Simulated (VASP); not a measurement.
## Si: single point with PBE

Crystal: Si.

```
Si
1.0
     2.70133    0.00000    0.00000
    -1.35067    2.33942    0.00000
     0.00000    0.00000    4.55350
Si
2
Direct
  0.33333 0.66667 0.25000
  0.66667 0.33333 0.75000
```

This isn't the form of Si at room conditions, which is diamond.

| Quantity | Value |
| --- | --- |
| Program | VASP 6.6.1 |
| Task | single point |
| Functional | PBE |
| Potentials or basis | VASP PAW PBE potentials, release 64 (Si) |
| Cutoff | 520 eV |
| k mesh | 22 × 22 × 11 |
| Occupations | fermi-dirac, width 0.1 eV |
| Spin | no spin polarisation |

```yaml
Pressure: -0.2 GPa
Band_gap_on_the_k_mesh: zero (bands 4 and 5 overlap by 12.35 eV)
```

Stress tensor (GPa, compression positive):
```
-0.50  0.00  0.00
 0.00 -0.50  0.00
 0.00  0.00  0.42
```

Levels at points of the mesh, in eV from the Fermi level:
```csv
k point,band 2,band 3,band 4,band 5,band 6,band 7
"(0.00, 0.00, 0.00)",-8.08,-7.12,8.70,8.70,10.05,10.05
"(0.50, 0.00, 0.00)",-7.65,-1.87,-1.59,-1.52,0.00,3.60
```

Run time: 73 s on 1 thread of Intel Xeon 8259CL, on a shared host, peak memory 0.19 GiB.
